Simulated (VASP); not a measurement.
# AlNi (P4mm) in VASP: notebook

AlNi is run at these levels: PBE; tasks: single point.

Everything below comes from runs of VASP 6.6.1. Logs are shortened: lines on timing, memory, paths and dates and some standing lists are left out, and cuts for length are marked.

### Step 1. The cell of the first run

It takes space group P4mm (No. 99, tetragonal). The conventional cell has a = 2.893 Å, b = 2.893 Å, c = 8.378 Å, α = 90.00°, β = 90.00°, γ = 90.00°. Al (site symmetry 4mm) has 8 Ni at 2.51 Å and 6 Al at 2.59 to 2.89 Å within 3.3 Å. Within 3.1 Å of Al (site symmetry 4mm) lie 8 Ni at 2.34 to 2.51 Å and 6 Al at 2.59 to 2.89 Å. Within 3.3 Å of Al (site symmetry 4mm) lie 8 Ni at 2.51 Å and 6 Al at 2.89 Å. Ni (site symmetry 4mm) has 8 Al at 2.34 to 2.51 Å and 6 Ni at 2.59 to 2.89 Å within 3.1 Å. Within 3.3 Å of Ni (site symmetry 4mm) lie 8 Al at 2.51 Å and 6 Ni at 2.59 to 2.89 Å. Within 3.3 Å of Ni (site symmetry 4mm) lie 8 Al at 2.51 Å and 6 Ni at 2.89 Å.

### Step 2. Single point, PBE

File INCAR:

```
SYSTEM = AlNi
PREC = Accurate
ENCUT = 520
EDIFF = 1E-6
ISMEAR = 0
SIGMA = 0.15
LREAL = .False.
LASPH = .True.
NELM = 100
ALGO = Fast
ISIF = 2
LWAVE = .False.
LCHARG = .True.
GGA = PE
LELF = .True.
LVHAR = .True.
NBANDS = 28
```

File KPOINTS:

```
Automatic mesh
0
Gamma
  15 15 5
  0 0 0
```

File POSCAR:

```
AlNi
1.0
    0.0000000000     -2.8927237813      0.0000000000
    0.0000000000      0.0000000000     -2.8927237813
    8.3781713440      0.0000000000      0.0000000000
Al Ni
3 3
Direct
    1.0000000000      0.0000000000      0.7768555023
    1.0000000000      0.0000000000      0.0863172780
    1.0000000000      0.0000000000      0.4315863902
    0.5000000000      0.5000000000      0.9494900584
    0.5000000000      0.5000000000      0.2589518341
    0.5000000000      0.5000000000      0.6042209463
```

Potentials or basis: VASP PAW PBE potentials, release 64 (Al, Ni).

Started as:

```bash
$ cat potpaw_PBE.64/Al/POTCAR potpaw_PBE.64/Ni/POTCAR > POTCAR
$ mpirun -np 1 vasp_std > vasp.out
```

OUTCAR:

```text
SYSTEM = AlNi
   PREC = Accurate
   ENCUT = 520
   EDIFF = 1E-6
   ISMEAR = 0
   LREAL = .False.
   LASPH = .True.
   NELM = 100
   ISIF = 2
   GGA = PE

 ion  position               nearest neighbor table
   1  0.000  0.000  0.777-   6 2.51   6 2.51   6 2.51   6 2.51   4 2.51   4 2.51   4 2.51   4 2.51
                             2 2.59   3 2.89
   2  0.000  0.000  0.086-   4 2.34   4 2.34   4 2.34   4 2.34   5 2.51   5 2.51   5 2.51   5 2.51
                             1 2.59   3 2.89
   3  0.000  0.000  0.432-   5 2.51   6 2.51   5 2.51   6 2.51   5 2.51   6 2.51   5 2.51   6 2.51
                             1 2.89   2 2.89
   4  0.500  0.500  0.949-   2 2.34   2 2.34   2 2.34   2 2.34   1 2.51   1 2.51   1 2.51   1 2.51
                             5 2.59   6 2.89
   5  0.500  0.500  0.259-   2 2.51   3 2.51   2 2.51   3 2.51   2 2.51   3 2.51   2 2.51   3 2.51
                             4 2.59   6 2.89
   6  0.500  0.500  0.604-   1 2.51   1 2.51   1 2.51   1 2.51   3 2.51   3 2.51   3 2.51   3 2.51
                             4 2.89   5 2.89

  LATTYP: Found a simple tetragonal cell.
 ALAT       =     2.8927237813
 C/A-ratio  =     2.8962915153

  Lattice vectors:

 A1 = (   0.0000000000,  -2.8927237813,   0.0000000000)
 A2 = (   0.0000000000,   0.0000000000,  -2.8927237813)
 A3 = (   8.3781713440,   0.0000000000,   0.0000000000)

Analysis of symmetry for initial positions (statically):
=====================================================================
 Subroutine PRICEL returns:
 Original cell was already a primitive cell.

 Routine SETGRP: Setting up the symmetry group for a
 simple tetragonal supercell.

 Subroutine GETGRP returns: Found  8 space group operations
 (whereof  8 operations were pure point group operations)
 out of a pool of 16 trial point group operations.

The static configuration has the point symmetry C_4v.

Analysis of symmetry for dynamics (positions and initial velocities):
=====================================================================
 Subroutine PRICEL returns:
 Original cell was already a primitive cell.

 Routine SETGRP: Setting up the symmetry group for a
 simple tetragonal supercell.

 Subroutine GETGRP returns: Found  8 space group operations
 (whereof  8 operations were pure point group operations)
 out of a pool of 16 trial point group operations.

The dynamic configuration has the point symmetry C_4v.

 Subroutine INISYM returns: Found  8 space group operations
 (whereof  8 operations are pure point group operations),
 and found     1 'primitive' translations

----------------------------------------------------------------------------------------

                                     Primitive cell

  volume of cell :      70.1073

  direct lattice vectors                    reciprocal lattice vectors
     0.000000000 -2.892723781  0.000000000     0.000000000 -0.345694949  0.000000000
     0.000000000  0.000000000 -2.892723781     0.000000000  0.000000000 -0.345694949
     8.378171344  0.000000000  0.000000000     0.119357788  0.000000000  0.000000000

  length of vectors
     2.892723781  2.892723781  8.378171344     0.345694949  0.345694949  0.119357788

  position of ions in fractional coordinates (direct lattice)
     0.000000000  0.000000000  0.776855502
     0.000000000  0.000000000  0.086317278
     0.000000000  0.000000000  0.431586390
     0.500000000  0.500000000  0.949490058
     0.500000000  0.500000000  0.258951834
     0.500000000  0.500000000  0.604220946

  ion indices of the primitive-cell ions
   primitive index   ion index
                 1           1
                 2           2
                 3           3
                 4           4
                 5           5
                 6           6

----------------------------------------------------------------------------------------

 KPOINTS: Automatic mesh

Automatic generation of k-mesh.
 Grid dimensions read from file:
 generate k-points for:   15   15    5

 Generating k-lattice:

  Cartesian coordinates                     Fractional coordinates (reciprocal lattice)
     0.000000000 -0.023046330  0.000000000     0.066666667  0.000000000  0.000000000
     0.000000000  0.000000000 -0.023046330     0.000000000  0.066666667  0.000000000
     0.023871558  0.000000000  0.000000000     0.000000000  0.000000000  0.200000000

  Length of vectors
     0.023046330  0.023046330  0.023871558

  Shift w.r.t. Gamma in fractional coordinates (k-lattice)
     0.000000000  0.000000000  0.000000000

 Subroutine IBZKPT returns following result:
 ===========================================

 Found    108 irreducible k-points:

 Following reciprocal coordinates:
            Coordinates               Weight
  0.000000  0.000000  0.000000      1.000000
  0.066667  0.000000  0.000000      4.000000
  0.133333  0.000000  0.000000      4.000000
  0.200000  0.000000  0.000000      4.000000
  0.266667  0.000000  0.000000      4.000000
  0.333333  0.000000  0.000000      4.000000
[... 16 lines left out ...]
  0.266667  0.200000  0.000000      8.000000
  0.333333  0.200000  0.000000      8.000000
 [... further k-points ...]
   k-points           NKPTS =    108   k-points in BZ     NKDIM =    108   number of bands    NBANDS=     28
   number of dos      NEDOS =    301   number of ions     NIONS =      6
   total plane-waves  NPLWV =  36864
   dimension x,y,z NGX =    24 NGY =   24 NGZ =   64
   dimension x,y,z NGXF=    48 NGYF=   48 NGZF=  128
   ions per type =               3   3
   NGX,Y,Z   is equivalent  to a cutoff of  13.79, 13.79, 12.70 a.u.
   NGXF,Y,Z  is equivalent  to a cutoff of  27.59, 27.59, 25.40 a.u.
 SYSTEM =  AlNi
   PREC   = accura    normal or accurate (medium, high low for compatibility)
   ISTART =      0    job   : 0-new  1-cont  2-samecut
   ICHARG =      2    charge: 1-file 2-atom 10-const
   ISPIN  =      1    spin polarized calculation?
   LNONCOLLINEAR =      F non collinear calculations
   LSORBIT =      F    spin-orbit coupling
   LASPH  =      T    aspherical Exc in radial PAW
   ENCUT  =  520.0 eV  38.22 Ry    6.18 a.u.   5.38  5.38 15.58*2*pi/ulx,y,z
   NELM   =    100;   NELMIN=  2; NELMDL= -5     # of ELM steps
   EDIFF  = 0.1E-05   stopping-criterion for ELM
   LREAL  =      F    real-space projection
   EDIFFG = 0.1E-04   stopping-criterion for IOM
   NSW    =      0    number of steps for IOM
   IBRION =     -1    ionic relax: 0-MD 1-quasi-New 2-CG
   NFREE  =      0    steps in history (QN), initial steepest desc. (CG)
   ISIF   =      2    stress and relaxation
   ISYM   =      2    0-nonsym 1-usesym 2-fastsym
   POTIM  = 0.5000    time-step for ionic-motion
   TEBEG  =    0.0;   TEEND  =   0.0 temperature during run
   PSTRESS=    0.0 pullay stress
   NELECT =      39.0000    total number of electrons
   NUPDOWN=      -1.0000    fix difference up-down
   EMIN   =  10.00;   EMAX   =-10.00  energy-range for DOS
   EFERMI =   0.00;   METHOD = LEGACY
   ISMEAR =     0;   SIGMA  =   0.15  broadening in eV -4-tet -1-fermi 0-gaus
   EFERMI_NEDOS =   21; number of points for ismear=-14 and -15
   IALGO  =     68    algorithm
   IMIX   =      4    mixing-type and parameters
     AMIX     =   0.40;   BMIX     =  1.00
     AMIX_MAG =   1.60;   BMIX_MAG =  1.00
  volume/ion in A,a.u.               =      11.68        78.85
  Fermi-wavevector in a.u.,A,eV,Ry     =   1.346404  2.544334 24.664683  1.812803
  Thomas-Fermi vector in A             =   2.474238
   LORBIT       =      0    0 simple, 1 ext, 2 COOP (PROOUT), +10 PAW based schemes
   GGA     = PE    functional components
   LHFCALC =     F    Hartree Fock is set to
   AEXX    =    0.0000 exact exchange contribution
   IVDW    =     0    specifies the selected vdW correction
   LEPSILON=     F    determine dielectric tensor
   LRPA    =     F    only Hartree local field effects (RPA)
 non-spin polarized calculation
 RMM-DIIS sequential band-by-band and
 Gauss-broadening in eV      SIGMA  =   0.15
  energy-cutoff  :      520.00
  volume of cell :       70.11
 maximum number of plane-waves:      1917
 NGX is ok and might be reduce to    24
   NGX = 11   NGY = 11   NGZ = 31

 number of electron      39.0000026 magnetization

 Free energy of the ion-electron system (eV)
  ---------------------------------------------------
  ext. energy  EPLUGINS =         0.00000000
  ---------------------------------------------------
  free energy    TOTEN  =       -31.31713373 eV

  energy without entropy =      -31.28895902  energy(sigma->0) =      -31.30304637

 E-fermi :  10.3252     XC(G=0): -12.1535

 val. band max:       10.3230351938   @ k =   0.3333   0.2000   0.2000
 cond. band min:      10.3333799943   @ k =   0.2000   0.2000   0.2000
 fundamental gap:      0.0103448005
 Fermi energy:        10.3251839527

 k-point     1 :       0.0000    0.0000    0.0000
  band No.  band energies     occupation
      1      -1.0325      2.00000
      2       1.0095      2.00000
      3       1.3086      2.00000
      4       5.9156      2.00000
      5       6.2021      2.00000
      6       6.8036      2.00000
[... 20 lines left out ...]
     27      18.2963      0.00000
     28      18.4719      0.00000

 k-point     2 :       0.0667    0.0000    0.0000
  band No.  band energies     occupation
      1      -0.9512      2.00000
      2       1.0855      2.00000
      3       1.3830      2.00000
      4       5.9582      2.00000
      5       6.2345      2.00000
      6       6.8014      2.00000
[... 20 lines left out ...]
     27      18.3696      0.00000
     28      18.4913      0.00000

 k-point     3 :       0.1333    0.0000    0.0000
  band No.  band energies     occupation
      1      -0.7082      2.00000
      2       1.3119      2.00000
      3       1.6040      2.00000
      4       6.0791      2.00000
      5       6.3238      2.00000
      6       6.7712      2.00000
[... 20 lines left out ...]
     27      18.4994      0.00000
     28      18.6532      0.00000

 k-point     4 :       0.2000    0.0000    0.0000
  band No.  band energies     occupation
      1      -0.3069      2.00000
      2       1.6831      2.00000
      3       1.9656      2.00000
      4       6.2528      2.00000
      5       6.4408      2.00000
      6       6.6474      2.00000
[... 20 lines left out ...]
     27      18.7154      0.00000
     28      18.9002      0.00000

 k-point     5 :       0.2667    0.0000    0.0000
  band No.  band energies     occupation
      1       0.2469      2.00000
      2       2.1891      2.00000
      3       2.4561      2.00000
      4       6.2846      2.00000
      5       6.4134      2.00000
      6       6.5588      2.00000
[... 20 lines left out ...]
     27      18.4096      0.00000
     28      18.6488      0.00000

 k-point     6 :       0.3333    0.0000    0.0000
  band No.  band energies     occupation
      1       0.9444      2.00000
      2       2.8119      2.00000
      3       3.0543      2.00000
      4       5.6568      2.00000
      5       6.3290      2.00000
      6       6.5074      2.00000
[... 463 lines left out ...]
      5       5.6193      2.00000
      6       5.8354      2.00000
[... 20 lines left out ...]
     27      17.9611      0.00000
     28      18.7686      0.00000

 k-point    22 :       0.2000    0.2000    0.0000
  band No.  band energies     occupation
      1       0.3993      2.00000
      2       2.3279      2.00000
      3       2.5926      2.00000
      4       6.5216      2.00000
      5       6.7163      2.00000
      6       6.7801      2.00000
[... 20 lines left out ...]
     27      18.6692      0.00000
     28      19.4839      0.00000

 k-point    23 :       0.2667    0.2000    0.0000
  band No.  band energies     occupation
      1       0.9360      2.00000
      2       2.8071      2.00000
      3       3.0553      2.00000
      4       6.5411      2.00000
      5       6.6397      2.00000
      6       6.8482      2.00000
[... 20 lines left out ...]
     27      18.3864      0.00000
     28      18.6467      0.00000

 k-point    24 :       0.3333    0.2000    0.0000
  band No.  band energies     occupation
      1       1.6080      2.00000
      2       3.3885      2.00000
      3       3.6111      2.00000
      4       6.0065      2.00000
      5       6.5688      2.00000
      6       6.7979      2.00000
[... 20 lines left out ...]
     27      17.0815      0.00000
     28      17.3284      0.00000

 [... further k-points ...]

------------------------ aborting loop because EDIFF is reached ----------------------------------------

  FORCE on cell =-STRESS in cart. coord.  units (eV):
  Direction    XX          YY          ZZ          XY          YZ          ZX
  --------------------------------------------------------------------------------------
  -------------------------------------------------------------------------------------
  Total        4.7829360      2.7470038      2.7470038     -0.0000000      0.0000000      0.0000000
  in kB      109.3054918     62.7778850     62.7778850     -0.0000000      0.0000000      0.0000000
  external PRESSURE =      78.2870873 kB  Pullay stress =       0.0000000 kB

 VOLUME and BASIS-vectors are now :
 -----------------------------------------------------------------------------
  energy-cutoff  :      520.00
  volume of cell :       70.11
      direct lattice vectors                 reciprocal lattice vectors
     0.000000000 -2.892723781  0.000000000     0.000000000 -0.345694949  0.000000000
     0.000000000  0.000000000 -2.892723781     0.000000000  0.000000000 -0.345694949
     8.378171344  0.000000000  0.000000000     0.119357788  0.000000000  0.000000000

 POSITION                                       TOTAL-FORCE (eV/Angst)
 -----------------------------------------------------------------------------------
      6.50863      0.00000      0.00000        -0.893592     -0.000000      0.000000
      0.72318      0.00000      0.00000         1.940698     -0.000000      0.000000
      3.61590      0.00000      0.00000         0.057858     -0.000000      0.000000
      7.95499     -1.44636     -1.44636        -1.469997     -0.000000     -0.000000
      2.16954     -1.44636     -1.44636         0.422069      0.000000      0.000000
      5.06227     -1.44636     -1.44636        -0.057037      0.000000      0.000000
 -----------------------------------------------------------------------------------
    total drift:                               -0.000047     -0.000000      0.000000

  FREE ENERGIE OF THE ION-ELECTRON SYSTEM (eV)
  ---------------------------------------------------
  free  energy   TOTEN  =       -31.3171337303 eV

  energy  without entropy=      -31.2889590155  energy(sigma->0) =      -31.30304637
```

Wall time 2.4 min (1 thread of Intel Xeon Platinum 8488C (Sapphire Rapids), shared host); peak memory 0.3 GiB.

Results:

```
Free energy            : -31.3171 eV
Pressure               : 7.8 GPa
Largest force          : 1.941 eV/Å
Band gap on the k mesh : zero (an odd number of electrons rules out a gap without spin polarisation)
```

Forces in eV/Å, atoms in the order of the input:
```
Al  -0.894  0.000  0.000
Al   1.941  0.000  0.000
Al   0.058  0.000  0.000
Ni  -1.470  0.000  0.000
Ni   0.422  0.000  0.000
Ni  -0.057  0.000  0.000
```

Levels at points of the mesh, in eV from the Fermi level:
```csv
k point,band 17,band 18,band 19,band 20,band 21,band 22
"(0.00, 0.00, 0.00)",-1.49,-1.45,-0.15,0.35,5.12,5.12
```

Caveat: the cell stands under pressure; forces of over 1 eV/Å act on the atoms, so gaps and moduli don't describe the material at rest. Spin polarisation is off, so any magnetic state and its effect on volume and gap are missing.

### Step 3. Single point, PBE

This run uses another cell than the first one, of 12.52 Å³/atom.

File INCAR:

```
  ALGO = Fast
  EDIFF = 1E-6
  ENCUT = 520
  GGA = PE
  ISIF = 2
  ISMEAR = 0
  LASPH = True
  LCHARG = False
  LREAL = False
  LWAVE = False
  NBANDS = 28
  NELM = 80
  PREC = Accurate
  SIGMA = 0.15
```

File KPOINTS:

```
k-points
0
Gamma
  15 15 5
```

File POSCAR:

```
AlNi
1.0
    0.0000000000     -2.8927237813      0.0000000000
    0.0000000000      0.0000000000     -2.8927237813
    8.9781713440      0.0000000000      0.0000000000
Al Ni
3 3
Direct
    1.0000000000      0.0000000000      0.7249392174
    1.0000000000      0.0000000000      0.0805488019
    1.0000000000      0.0000000000      0.4027440097
    0.5000000000      0.5000000000      0.8860368213
    0.5000000000      0.5000000000      0.2416464058
    0.5000000000      0.5000000000      0.5638416136
```

Potentials or basis: VASP PAW PBE potentials, release 64 (Al, Ni).

Started as:

```bash
$ cat potpaw_PBE.64/Al/POTCAR potpaw_PBE.64/Ni/POTCAR > POTCAR
$ mpirun -np 1 vasp_std > vasp.out
```

It took 2.7 min on 1 thread of Intel Xeon Platinum 8488C (Sapphire Rapids), shared host; peak memory 0.32 GiB.

It converged, with:

```yaml
Free_energy: -31.4568 eV
Pressure: -3.9 GPa
Largest_force: 0.952 eV/Å
Band_gap_on_the_k_mesh: zero (an odd number of electrons rules out a gap without spin polarisation)
```

Forces on the atoms (eV/Å):
```
Al   0.378  0.000  0.000
Al  -0.952  0.000  0.000
Al  -0.010  0.000  0.000
Ni   0.620  0.000  0.000
Ni  -0.037  0.000  0.000
Ni   0.001  0.000  0.000
```

Stress tensor (GPa, compression positive):
```
-4.94  0.00  0.00
 0.00 -3.38  0.00
 0.00  0.00 -3.38
```

Levels at points of the mesh, in eV from the Fermi level:
| k point | band 15 | band 16 | band 17 | band 18 | band 19 | band 20 | band 21 | band 22 | band 23 | band 24 |
| --- | --- | --- | --- | --- | --- | --- | --- | --- | --- | --- |
| (0.00, 0.00, 0.00) | -1.47 | -1.44 | -1.44 | -1.16 | -0.60 | -0.19 | 4.65 | 5.65 | 5.65 | 7.69 |

Caveat: the cell stands under tension. Spin polarisation is off, so any magnetic state and its effect on volume and gap are missing.

### Step 4. Single point, PBE

This run uses another cell than the first one, of 13.08 Å³/atom.

File INCAR:

```
ALGO = Fast ; EDIFF = 1E-6
ENCUT = 520 ; GGA = PE
ISIF = 2 ; ISMEAR = 0
LASPH = True ; LCHARG = True
LELF = True ; LREAL = False
LVHAR = True ; LWAVE = False
NBANDS = 28 ; NELM = 100
PREC = Accurate ; SIGMA = 0.15
```

KPOINTS is that of step 3.

File POSCAR:

```
AlNi
1.0
    0.0000000000     -2.8927237813      0.0000000000
    0.0000000000      0.0000000000     -2.8927237813
    9.3781713440      0.0000000000      0.0000000000
Al Ni
3 3
Direct
    1.0000000000      0.0000000000      0.6940189371
    1.0000000000      0.0000000000      0.0771132152
    1.0000000000      0.0000000000      0.3855660762
    0.5000000000      0.5000000000      0.8482453676
    0.5000000000      0.5000000000      0.2313396457
    0.5000000000      0.5000000000      0.5397925066
```

Started as:

```bash
$ cat potpaw_PBE.64/Al/POTCAR potpaw_PBE.64/Ni/POTCAR > POTCAR
$ mpirun -np 1 vasp_std > vasp.out
```

Run time: 3.3 min. Hardware: 1 thread of Intel Xeon Platinum 8488C (Sapphire Rapids), shared host; peak memory 0.32 GiB.

The run converged. Its results:

```
Free energy            : -30.9616 eV
Pressure               : -6.1 GPa
Largest force          : 1.273 eV/Å
Band gap on the k mesh : zero (an odd number of electrons rules out a gap without spin polarisation)
```

Forces in eV/Å, atoms in the order of the input:
```
Al   0.591  0.000  0.000
Al  -1.273  0.000  0.000
Al   0.034  0.000  0.000
Ni   0.789  0.000  0.000
Ni  -0.083  0.000  0.000
Ni  -0.057  0.000  0.000
```

Stress tensor (GPa, compression positive):
```
-7.90  0.00  0.00
 0.00 -5.22  0.00
 0.00  0.00 -5.22
```

Levels at points of the mesh, in eV from the Fermi level:
| k point | band 17 | band 18 | band 19 | band 20 | band 21 | band 22 |
| --- | --- | --- | --- | --- | --- | --- |
| (0.00, 0.00, 0.00) | -1.24 | -1.05 | -0.89 | -0.23 | 3.98 | 5.79 |

Caveat: the cell stands under tension; forces of over 1 eV/Å act on the atoms, so gaps and moduli don't describe the material at rest. Spin polarisation is off, so any magnetic state and its effect on volume and gap are missing.

[end of part 1 of 2]
